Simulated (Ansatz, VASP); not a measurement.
**Two plane-wave programs on TaN**

The input INCAR:

```
SYSTEM = TaN
ALGO = Normal
EDIFF = 1E-6
ENCUT = 520
GGA = PS
ISIF = 2
ISMEAR = 0
LASPH = .True.
LCHARG = .False.
LREAL = .False.
LWAVE = .False.
NBANDS = 33
NELM = 100
PREC = Accurate
SIGMA = 0.1
```

KPOINTS

```
k-points
0
Gamma
  9 9 12
  0 0 0
```

The input POSCAR:

```
TaN
1.0
    5.1960008669      0.0000000000      0.0000000000
   -2.5980004334      4.4998687488      0.0000000000
    0.0000000000      0.0000000000      2.9110000000
Ta N
3 3
Direct
    0.3333333333      0.6666666667      0.5000000000
    0.6666666667      0.3333333333      0.5000000000
    0.0000000000      0.0000000000      0.0000000000
    0.3928500000      0.0000000000      0.0000000000
    0.6071500000      0.6071500000      0.0000000000
    0.0000000000      0.3928500000      0.0000000000
```

Input for Ansatz:

```yaml
crystal:
  lattice:
    - [5.1960008669, 0.0, 0.0]
    - [-2.5980004334, 4.4998687488, 0.0]
    - [0.0, 0.0, 2.911]
  atoms:
    - { symbol: Ta, position: [0.3333333333, 0.6666666667, 0.5] }
    - { symbol: Ta, position: [0.6666666667, 0.3333333333, 0.5] }
    - { symbol: Ta, position: [0.0, 0.0, 0.0] }
    - { symbol: "N", position: [0.39285, 0.0, 0.0] }
    - { symbol: "N", position: [0.60715, 0.60715, 0.0] }
    - { symbol: "N", position: [0.0, 0.39285, 0.0] }
basis:
  ecutwfc: 420
kpoints:
  mp_grid: { grid: [9, 9, 12] }
hamiltonian:
  xc: pbesol
scf:
  occupations: { method: gaussian, width: 0.1 }
output:
  forces: true
  stress: true
  eigenvalues: true
  populations: true
```

Alike in both runs: task single point; functional PBEsol; k mesh 9 × 9 × 12; occupations gaussian, width 0.1 eV; no spin polarisation.

```csv
,VASP,Ansatz
version,VASP 6.6.1,Ansatz 0.2.0
potentials or method,"VASP PAW PBE potentials, release 64 (Ta_pv, N), cutoff 520 eV","scalar-relativistic, plane waves, PAW"
valence electrons in the cell,48,54
```

VASP gave:

```
gap on the k mesh at the Fermi level (eV)                     : none
pressure (GPa)                                                : -3.0
traceless stress, the component that is largest in VASP (GPa) : -0.97
rms of the force components (eV/Å)                            : 0.010
```

Q: What did Ansatz give for the same quantities?

A: gap on the k mesh at the Fermi level (eV): none; pressure (GPa): -3.8; traceless stress, the component that is largest in VASP (GPa): -0.89; rms of the force components (eV/Å): 0.006.

VASP's potentials were made for PBE, not for PBEsol. Atom by atom the forces differ by 0.004 eV/Å (rms over components). A gap of «none» marks a metal or a gap that the smearing closes. VASP's potentials hold 48 valence electrons a cell and Ansatz's 54, so a difference there can come from the potentials and not from the codes.

Spin-orbit coupling is off throughout.
